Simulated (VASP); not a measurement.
Al:

```
CELL_PARAMETERS angstrom
0.00000 2.02481 2.02481
2.02481 0.00000 2.02481
2.02481 2.02481 0.00000
ATOMIC_POSITIONS crystal
Al 0.00000 0.00000 0.00000
```

* Program: VASP 6.6.1
* Task: relaxation of cell and atoms
* Functional: PBEsol
* Potentials or basis: VASP PAW PBE potentials, release 64 (Al)
* Cutoff: 600 eV
* k mesh: 17 × 17 × 17
* Occupations: methfessel-paxton, width 0.1 eV
* Spin: no spin polarisation

At the start: pressure -2.0 GPa; volume 16.60 Å³/atom.

Where does the relaxation end?

Over 3 steps the energy falls by 2.7 meV/atom and the volume is 16.18 Å³/atom (-2.5 %); space group Fm-3m (No. 225, to 0.05 Å).

The path:
```tsv
step	energy change (eV)	largest force (eV/Å)	pressure (GPa)	volume (Å³)
1	0.0000	0.0000	-1.98	16.60
2	-0.0026	0.0000	0.35	16.11
3	-0.0027	0.0000	0.00	16.18
```

Final structure:
```
Al
1.0
     0.00000    2.00754    2.00754
     2.00754    0.00000    2.00754
     2.00754    2.00754    0.00000
Al
1
Direct
  0.00000 0.00000 0.00000
```

Caveat: the PAW data sets were made with another functional, which shifts forces and pressure a little.
